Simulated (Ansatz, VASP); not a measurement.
## Two plane-wave programs on CaSe

POSCAR

```
CaSe
1.0
    0.0000000000      3.2795613703      3.2634915196
    3.2795613703      0.0000000000      3.2634915196
    3.2795613703      3.2795613703      0.0000000000
Ca Se
1 1
Direct
    0.0000000000      0.0000000000      0.0000000000
    0.2500000000      0.2500000000      0.2500000000
```

INCAR.step1

```
SYSTEM = CaSe
PREC     = Accurate       ! precision mode
ENCUT    = 520            ! plane-wave cutoff, eV
EDIFF    = 1E-5           ! SCF threshold, eV
ISMEAR   = 0              ! smearing method
SIGMA    = 0.01           ! smearing width, eV
LREAL    = .False.        ! projectors in reciprocal space
LASPH    = .True.         ! aspherical terms in the spheres
NELM     = 60             ! most SCF steps
ALGO     = Normal         ! electronic algorithm
ISIF     = 2              ! what is computed and relaxed
LWAVE    = .True.         ! write WAVECAR
LCHARG   = .False.        ! write CHGCAR
GGA      = PE             ! functional
NBANDS   = 15             ! bands
```

File INCAR.step2:

```
SYSTEM = CaSe
PREC     = Accurate       ! precision mode
ENCUT    = 520            ! plane-wave cutoff, eV
EDIFF    = 1E-6           ! SCF threshold, eV
ISMEAR   = 0              ! smearing method
SIGMA    = 0.01           ! smearing width, eV
LREAL    = .False.        ! projectors in reciprocal space
LASPH    = .True.         ! aspherical terms in the spheres
NELM     = 60             ! most SCF steps
ALGO     = Normal         ! electronic algorithm
ISIF     = 2              ! what is computed and relaxed
LWAVE    = .False.        ! write WAVECAR
LCHARG   = .False.        ! write CHGCAR
GGA      = PE             ! functional
LHFCALC  = .True.         ! exact exchange
HFSCREEN = 0.2079         ! screening, 1/A
PRECFOCK = Normal       
ISTART   = 1            
NBANDS   = 15             ! bands
```

KPOINTS

```
regular mesh
0
Gamma
  4 4 4
  0 0 0
```

Input for Ansatz:

```yaml
crystal:
  lattice:
    - [0.0, 3.2795613703, 3.2634915196]
    - [3.2795613703, 0.0, 3.2634915196]
    - [3.2795613703, 3.2795613703, 0.0]
  atoms:
    - { symbol: Ca, position: [0.0, 0.0, 0.0] }
    - { symbol: Se, position: [0.25, 0.25, 0.25] }
kpoints:
  mp_grid: { grid: [4, 4, 4] }
  band_path:
    path:
      - [0.0, 0.0, 0.0]
      - [-0.5, -0.5, 0.0]
      - [-0.375, -0.375, 0.25]
      - [-0.375, 0.0, 0.375]
      - [0.0, 0.0, 0.5]
      - [-0.5, -0.25, 0.25]
      - [0.0, 0.270833, -0.270833]
    npoints: 1
hamiltonian:
  xc: hse06
scf:
  occupations: { method: fixed }
  n_extra_bands: 4
output:
  forces: true
  stress: true
  eigenvalues: true
```

Change from the starting cell: uniaxial_z strain -0.5%.

Alike in both runs: task single point; functional HSE06; k mesh 4 × 4 × 4; no spin polarisation.

```csv
,VASP,Ansatz
version,VASP 6.6.1,Ansatz 0.2.0
potentials or method,"VASP PAW PBE potentials, release 64 (Ca_sv, Se)","plane waves, PAW"
plane-wave cutoff (eV),520,420
occupations,"gaussian, width 0.01 eV",fixed
valence electrons in the cell,16,26
```

```csv
,VASP,Ansatz,Ansatz less VASP
gap on the k mesh at the Fermi level (eV),4.10,4.10,+0.002
pressure (GPa),0.5,0.5,-0.03
```

VASP's potentials hold 16 valence electrons a cell and Ansatz's 26, so a difference there can come from the potentials and not from the codes. Ansatz's warnings: stress exchange threshold loose, stress scf threshold loose.
